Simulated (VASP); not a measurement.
# In2SnTe2 (P4/mmm) in VASP: notebook, part 2 of 2

VASP 6.6.1.

## (5) Single point, PBE

This run uses another cell than the first one, of 34.00 Å³/atom.

INCAR reads:

```
SYSTEM = In2SnTe2
PREC = Accurate
ENCUT = 520
EDIFF = 1E-6
ISMEAR = 0
SIGMA = 0.1
LREAL = .False.
LASPH = .True.
NELM = 100
ALGO = Fast
ISIF = 2
LWAVE = .False.
LCHARG = .True.
GGA = PE
LELF = .True.
LVHAR = .True.
NBANDS = 34
```

KPOINTS reads:

```
regular mesh
0
Gamma
  10 10 4
  0 0 0
```

POSCAR reads:

```
In2SnTe2
1.0
    4.2993800194      0.0000000000      0.0000000000
    0.0000000000      4.2993800194      0.0000000000
    0.0000000000      0.0000000000      9.1965512065
In Sn Te
2 1 2
Direct
    0.0000000000      0.0000000000      0.6668352450
    0.0000000000      0.0000000000      0.3331647550
    0.5000000000      0.5000000000      0.5000000000
    0.0000000000      0.0000000000      0.0000000000
    0.5000000000      0.5000000000      0.0000000000
```

Potentials or basis: VASP PAW PBE potentials, release 64 (In_d, Sn_d, Te).

The run is started by

```sh
cat potpaw_PBE.64/In_d/POTCAR potpaw_PBE.64/Sn_d/POTCAR potpaw_PBE.64/Te/POTCAR > POTCAR
mpirun -np 1 vasp_std > vasp.out
```

OUTCAR:

```text
SYSTEM = In2SnTe2
   PREC = Accurate
   ENCUT = 520
   EDIFF = 1E-6
   ISMEAR = 0
   LREAL = .False.
   LASPH = .True.
   NELM = 100
   ISIF = 2
   GGA = PE

 ion  position               nearest neighbor table
   1  0.000  0.000  0.667-   4 3.06   2 3.07   3 3.41   3 3.41   3 3.41   3 3.41
   2  0.000  0.000  0.333-   4 3.06   1 3.07   3 3.41   3 3.41   3 3.41   3 3.41
   3  0.500  0.500  0.500-   1 3.41   2 3.41   1 3.41   2 3.41   1 3.41   2 3.41   1 3.41   2 3.41

   4  0.000  0.000  0.000-   5 3.04   5 3.04   5 3.04   5 3.04   1 3.06   2 3.06
   5  0.500  0.500  0.000-   4 3.04   4 3.04   4 3.04   4 3.04

  LATTYP: Found a simple tetragonal cell.
 ALAT       =     4.2993800194
 C/A-ratio  =     2.1390412490

  Lattice vectors:

 A1 = (   4.2993800194,   0.0000000000,   0.0000000000)
 A2 = (   0.0000000000,   4.2993800194,   0.0000000000)
 A3 = (   0.0000000000,   0.0000000000,   9.1965512065)

Analysis of symmetry for initial positions (statically):
=====================================================================
 Subroutine PRICEL returns:
 Original cell was already a primitive cell.

 Routine SETGRP: Setting up the symmetry group for a
 simple tetragonal supercell.

 Subroutine GETGRP returns: Found 16 space group operations
 (whereof 16 operations were pure point group operations)
 out of a pool of 16 trial point group operations.

The static configuration has the point symmetry D_4h.

Analysis of symmetry for dynamics (positions and initial velocities):
=====================================================================
 Subroutine PRICEL returns:
 Original cell was already a primitive cell.

 Routine SETGRP: Setting up the symmetry group for a
 simple tetragonal supercell.

 Subroutine GETGRP returns: Found 16 space group operations
 (whereof 16 operations were pure point group operations)
 out of a pool of 16 trial point group operations.

The dynamic configuration has the point symmetry D_4h.

 Subroutine INISYM returns: Found 16 space group operations
 (whereof 16 operations are pure point group operations),
 and found     1 'primitive' translations

----------------------------------------------------------------------------------------

                                     Primitive cell

  volume of cell :     169.9952

  direct lattice vectors                    reciprocal lattice vectors
     4.299380019  0.000000000  0.000000000     0.232591675  0.000000000  0.000000000
     0.000000000  4.299380019  0.000000000     0.000000000  0.232591675  0.000000000
     0.000000000  0.000000000  9.196551207     0.000000000  0.000000000  0.108736414

  length of vectors
     4.299380019  4.299380019  9.196551207     0.232591675  0.232591675  0.108736414

  position of ions in fractional coordinates (direct lattice)
     0.000000000  0.000000000  0.666835245
     0.000000000  0.000000000  0.333164755
     0.500000000  0.500000000  0.500000000
     0.000000000  0.000000000  0.000000000
     0.500000000  0.500000000  0.000000000

  ion indices of the primitive-cell ions
   primitive index   ion index
                 1           1
                 2           2
                 3           3
                 4           4
[... 27 lines left out ...]

 Following reciprocal coordinates:
            Coordinates               Weight
  0.000000  0.000000  0.000000      1.000000
  0.100000  0.000000  0.000000      4.000000
  0.200000  0.000000  0.000000      4.000000
  0.300000  0.000000  0.000000      4.000000
  0.400000  0.000000  0.000000      4.000000
  0.500000  0.000000  0.000000      2.000000
[... 16 lines left out ...]
  0.100000  0.000000  0.250000      8.000000
  0.200000  0.000000  0.250000      8.000000
 [... further k-points ...]
   k-points           NKPTS =     63   k-points in BZ     NKDIM =     63   number of bands    NBANDS=     34
   number of dos      NEDOS =    301   number of ions     NIONS =      5
   total plane-waves  NPLWV =  71680
   dimension x,y,z NGX =    32 NGY =   32 NGZ =   70
   dimension x,y,z NGXF=    64 NGYF=   64 NGZF=  140
   ions per type =               2   1   2
   NGX,Y,Z   is equivalent  to a cutoff of  12.37, 12.37, 12.65 a.u.
   NGXF,Y,Z  is equivalent  to a cutoff of  24.75, 24.75, 25.31 a.u.
 SYSTEM =  In2SnTe2
   PREC   = accura    normal or accurate (medium, high low for compatibility)
   ISTART =      0    job   : 0-new  1-cont  2-samecut
   ICHARG =      2    charge: 1-file 2-atom 10-const
   ISPIN  =      1    spin polarized calculation?
   LNONCOLLINEAR =      F non collinear calculations
   LSORBIT =      F    spin-orbit coupling
   LASPH  =      T    aspherical Exc in radial PAW
   ENCUT  =  520.0 eV  38.22 Ry    6.18 a.u.   7.99  7.99 17.10*2*pi/ulx,y,z
   NELM   =    100;   NELMIN=  2; NELMDL= -5     # of ELM steps
   EDIFF  = 0.1E-05   stopping-criterion for ELM
   LREAL  =      F    real-space projection
   EDIFFG = 0.1E-04   stopping-criterion for IOM
   NSW    =      0    number of steps for IOM
   IBRION =     -1    ionic relax: 0-MD 1-quasi-New 2-CG
   NFREE  =      0    steps in history (QN), initial steepest desc. (CG)
   ISIF   =      2    stress and relaxation
   ISYM   =      2    0-nonsym 1-usesym 2-fastsym
   POTIM  = 0.5000    time-step for ionic-motion
   TEBEG  =    0.0;   TEEND  =   0.0 temperature during run
   PSTRESS=    0.0 pullay stress
   NELECT =      52.0000    total number of electrons
   NUPDOWN=      -1.0000    fix difference up-down
   EMIN   =  10.00;   EMAX   =-10.00  energy-range for DOS
   EFERMI =   0.00;   METHOD = LEGACY
   ISMEAR =     0;   SIGMA  =   0.10  broadening in eV -4-tet -1-fermi 0-gaus
   EFERMI_NEDOS =   21; number of points for ismear=-14 and -15
   IALGO  =     68    algorithm
   IMIX   =      4    mixing-type and parameters
     AMIX     =   0.40;   BMIX     =  1.00
     AMIX_MAG =   1.60;   BMIX_MAG =  1.00
  volume/ion in A,a.u.               =      34.00       229.44
  Fermi-wavevector in a.u.,A,eV,Ry     =   1.103055  2.084471 16.554613  1.216730
  Thomas-Fermi vector in A             =   2.239507
   LORBIT       =      0    0 simple, 1 ext, 2 COOP (PROOUT), +10 PAW based schemes
   GGA     = PE    functional components
   LHFCALC =     F    Hartree Fock is set to
   AEXX    =    0.0000 exact exchange contribution
   IVDW    =     0    specifies the selected vdW correction
   LEPSILON=     F    determine dielectric tensor
   LRPA    =     F    only Hartree local field effects (RPA)
 non-spin polarized calculation
 RMM-DIIS sequential band-by-band and
 Gauss-broadening in eV      SIGMA  =   0.10
  energy-cutoff  :      520.00
  volume of cell :      170.00
 maximum number of plane-waves:      4632
 NGX is ok and might be reduce to    32
   NGX = 15   NGY = 15   NGZ = 35

 number of electron      52.0000013 magnetization

 Free energy of the ion-electron system (eV)
  ---------------------------------------------------
  ext. energy  EPLUGINS =         0.00000000
  ---------------------------------------------------
  free energy    TOTEN  =       -14.59793927 eV

  energy without entropy =      -14.57899147  energy(sigma->0) =      -14.58846537

 E-fermi :   5.4914     XC(G=0):  -9.0337

 val. band max:        5.4700806137   @ k =   0.2000   0.2000   0.0000
 cond. band min:       5.4927037690   @ k =   0.2000   0.1000   0.5000
 fundamental gap:      0.0226231553
 Fermi energy:         5.4914241821

 k-point     1 :       0.0000    0.0000    0.0000
  band No.  band energies     occupation
      1     -15.9362      2.00000
      2     -15.9361      2.00000
      3     -15.9270      2.00000
      4     -15.9270      2.00000
      5     -15.9253      2.00000
      6      -9.3072      2.00000
[... 877 lines left out ...]
     33       9.5534      0.00000
     34      10.2079      0.00000

 [... further k-points ...]

------------------------ aborting loop because EDIFF is reached ----------------------------------------

  FORCE on cell =-STRESS in cart. coord.  units (eV):
  Direction    XX          YY          ZZ          XY          YZ          ZX
  --------------------------------------------------------------------------------------
  -------------------------------------------------------------------------------------
  Total       -0.0227914     -0.0227914     -0.0516046      0.0000000      0.0000000      0.0000000
  in kB       -0.2148049     -0.2148049     -0.4863654      0.0000000      0.0000000      0.0000000
  external PRESSURE =      -0.3053250 kB  Pullay stress =       0.0000000 kB

 VOLUME and BASIS-vectors are now :
 -----------------------------------------------------------------------------
  energy-cutoff  :      520.00
  volume of cell :      170.00
      direct lattice vectors                 reciprocal lattice vectors
     4.299380019  0.000000000  0.000000000     0.232591675  0.000000000  0.000000000
     0.000000000  4.299380019  0.000000000     0.000000000  0.232591675  0.000000000
     0.000000000  0.000000000  9.196551207     0.000000000  0.000000000  0.108736414

 POSITION                                       TOTAL-FORCE (eV/Angst)
 -----------------------------------------------------------------------------------
      0.00000      0.00000      6.13258         0.000000     -0.000000     -0.008103
      0.00000      0.00000      3.06397        -0.000000      0.000000      0.008103
      2.14969      2.14969      4.59828         0.000000      0.000000      0.000000
      0.00000      0.00000      0.00000         0.000000      0.000000      0.000000
      2.14969      2.14969      0.00000         0.000000      0.000000      0.000000
 -----------------------------------------------------------------------------------
    total drift:                                0.000000      0.000000      0.000000

  FREE ENERGIE OF THE ION-ELECTRON SYSTEM (eV)
  ---------------------------------------------------
  free  energy   TOTEN  =       -14.5979392697 eV

  energy  without entropy=      -14.5789914682  energy(sigma->0) =      -14.58846537
```

OSZICAR:

```text
N       E                     dE             d eps       ncg     rms          rms(c)
DAV:   1     0.461011437600E+03    0.46101E+03   -0.23610E+04  4288   0.172E+03
DAV:   2     0.431747492347E+02   -0.41784E+03   -0.40817E+03  4316   0.443E+02
DAV:   3    -0.117881210819E+02   -0.54963E+02   -0.53615E+02  5324   0.167E+02
DAV:   4    -0.145954354224E+02   -0.28073E+01   -0.27890E+01  5040   0.391E+01
DAV:   5    -0.147245535325E+02   -0.12912E+00   -0.12907E+00  6608   0.824E+00    0.104E+01
RMM:   6    -0.146116928666E+02    0.11286E+00   -0.18611E-01  5054   0.300E+00    0.686E+00
RMM:   7    -0.146245062049E+02   -0.12813E-01   -0.16661E-01  5031   0.239E+00    0.679E-01
RMM:   8    -0.145984703553E+02    0.26036E-01   -0.42243E-02  5567   0.151E+00    0.440E-01
RMM:   9    -0.145979083063E+02    0.56205E-03   -0.11691E-02  6473   0.735E-01    0.251E-01
RMM:  10    -0.145978818758E+02    0.26430E-04   -0.26211E-03  6228   0.315E-01    0.977E-02
RMM:  11    -0.145979259274E+02   -0.44052E-04   -0.82710E-04  7065   0.183E-01    0.665E-02
RMM:  12    -0.145979382019E+02   -0.12275E-04   -0.23423E-04  7014   0.910E-02    0.328E-02
RMM:  13    -0.145979380886E+02    0.11336E-06   -0.91454E-05  6340   0.576E-02    0.469E-02
RMM:  14    -0.145979393722E+02   -0.12836E-05   -0.30516E-05  6596   0.296E-02    0.300E-02
RMM:  15    -0.145979392697E+02    0.10245E-06   -0.78740E-06  4835   0.158E-02
   1 F= -.14597939E+02 E0= -.14588465E+02  d E =-.189478E-01
```

Run time: 6.1 min. Hardware: 1 thread of AMD EPYC 9R14 (Zen 4), shared host; peak memory 0.46 GiB.

Results:

```
Free energy            : -14.5979 eV
Pressure               : 0.0 GPa
Largest force          : 0.008 eV/Å
Band gap on the k mesh : zero (bands 26 and 27 overlap by 2.07 eV)
```

Forces in eV/Å, atoms in the order of the input:
```
In   0.000  0.000 -0.008
In   0.000  0.000  0.008
Sn   0.000  0.000  0.000
Te   0.000  0.000  0.000
Te   0.000  0.000  0.000
```

Caveat: spin-orbit coupling is left out, which moves the levels of the heavy elements.

## (6) Summary

| task | cell | k mesh | cutoff (eV) | gap on the mesh (eV) | pressure (GPa) | largest force (eV/Å) |
| --- | --- | --- | --- | --- | --- | --- |
| single point | a = 4.304, b = 4.304, c = 9.245 Å, 5 atoms, atomic positions A | 4 × 4 × 4 | 520 | none | -0.1 | - |
| single point | a = 5.039, b = 5.039, c = 6.975 Å, 5 atoms, atomic positions B | 4 × 4 × 4 | 520 | none | 14.5 | 12.55 |
| relaxation of cell and atoms | relaxed from a = 5.039, b = 5.039, c = 6.975 Å, 5 atoms, atomic positions B | 4 × 4 × 4 | 600 | none | -0.1 | 0.01 |
| single point | a = 4.299, b = 4.299, c = 9.197 Å, 5 atoms, atomic positions A | 10 × 10 × 4 | 520 | none | 0.0 | 0.01 |

Alike in all rows: level PBE; potentials or basis VASP PAW PBE potentials, release 64 (In_d, Sn_d, Te); no spin polarisation; smearing gaussian 0.1 eV.

Caveats: some runs use coarse meshes; spin-orbit coupling is left out, which moves the levels of the heavy elements; the cell stands under pressure (at least some runs); forces of over 1 eV/Å act on the atoms, so gaps and moduli don't describe the material at rest (at least some runs); a cell axis changed by over 15 % at a fixed basis, so the end point is rough (at least some runs).

Total energies depend on the potentials used, so only differences within one code and one set of settings carry meaning.
